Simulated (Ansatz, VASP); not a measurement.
Al2O3 in VASP and in Ansatz

File INCAR:

```
SYSTEM = Al2O3
ALGO = Normal
EDIFF = 1E-6
EDIFFG = -0.01
ENCUT = 600
GGA = PE
IBRION = 2
ISIF = 3
ISMEAR = -1
IVDW = 13
LASPH = .TRUE.
LCHARG = .FALSE.
LREAL = .FALSE.
LWAVE = .FALSE.
NELM = 80
NSW = 60
PREC = Accurate
SIGMA = 0.05
```

File KPOINTS:

```
k-points
0
G
  7 7 7
  0 0 0
```

The input POSCAR:

```
Al2O3
1.0
    2.3802500000      1.3742379782      4.3318666667
   -2.3802500000      1.3742379782      4.3318666667
    0.0000000000     -2.7484759565      4.3318666667
Al O
4 6
Direct
    0.8521600000      0.8521600000      0.8521600000
    0.6478400000      0.6478400000      0.6478400000
    0.1478400000      0.1478400000      0.1478400000
    0.3521600000      0.3521600000      0.3521600000
    0.0566800000      0.7500000000      0.4433200000
    0.7500000000      0.4433200000      0.0566800000
    0.4433200000      0.0566800000      0.7500000000
    0.9433200000      0.2500000000      0.5566800000
    0.2500000000      0.5566800000      0.9433200000
    0.5566800000      0.9433200000      0.2500000000
```

The input input.yaml:

```yaml
crystal:
  lattice:
    - [2.38025, 1.3742379782, 4.3318666667]
    - [-2.38025, 1.3742379782, 4.3318666667]
    - [0.0, -2.7484759565, 4.3318666667]
  atoms:
    - { symbol: Al, position: [0.85216, 0.85216, 0.85216] }
    - { symbol: Al, position: [0.64784, 0.64784, 0.64784] }
    - { symbol: Al, position: [0.14784, 0.14784, 0.14784] }
    - { symbol: Al, position: [0.35216, 0.35216, 0.35216] }
    - { symbol: O, position: [0.05668, 0.75, 0.44332] }
    - { symbol: O, position: [0.75, 0.44332, 0.05668] }
    - { symbol: O, position: [0.44332, 0.05668, 0.75] }
    - { symbol: O, position: [0.94332, 0.25, 0.55668] }
    - { symbol: O, position: [0.25, 0.55668, 0.94332] }
    - { symbol: O, position: [0.55668, 0.94332, 0.25] }
hamiltonian:
  xc: pbe
  pseudopotentials: { kind: paw }
  dispersion: d4
kpoints:
  mp_grid: { grid: [7, 7, 7] }
scf:
  occupations: { method: fermi_dirac, width: 0.05 }
output:
  forces: true
  stress: true
relax:
  f_tol: 0.01
  max_steps: 40
  cell: { stress_tol: 0.05 }
```

Alike in both runs: task relaxation of cell and atoms; functional PBE; dispersion D4; k mesh 7 × 7 × 7; occupations fermi-dirac, width 0.05 eV; no spin polarisation.

|  | VASP | Ansatz |
| --- | --- | --- |
| version | VASP 6.6.1 | Ansatz 0.2.0 |
| potentials or method | VASP PAW PBE potentials, release 64 (Al, O) | Ansatz PAW |
| plane-wave cutoff (eV) | 600 | 420 |
| valence electrons in the cell | 48 | 48 |

Ansatz gave:

```
relaxed volume (Å³/atom)                                        : 8.59
relaxed length of the cell vector where the two differ most in proportion (Å) : 5.146
```

Q: What did VASP give for the same quantities?

A: Relaxed volume (Å³/atom): 8.57; relaxed length of the cell vector where the two differ most in proportion (Å): 5.142.

Noted on Ansatz's run: odd divisions of the mesh miss points on the zone boundary, where band edges often lie, so the gap on the mesh can be too wide; the plane-wave basis is chosen anew once the cell has moved, so the energies of steps on either side of that aren't comparable.
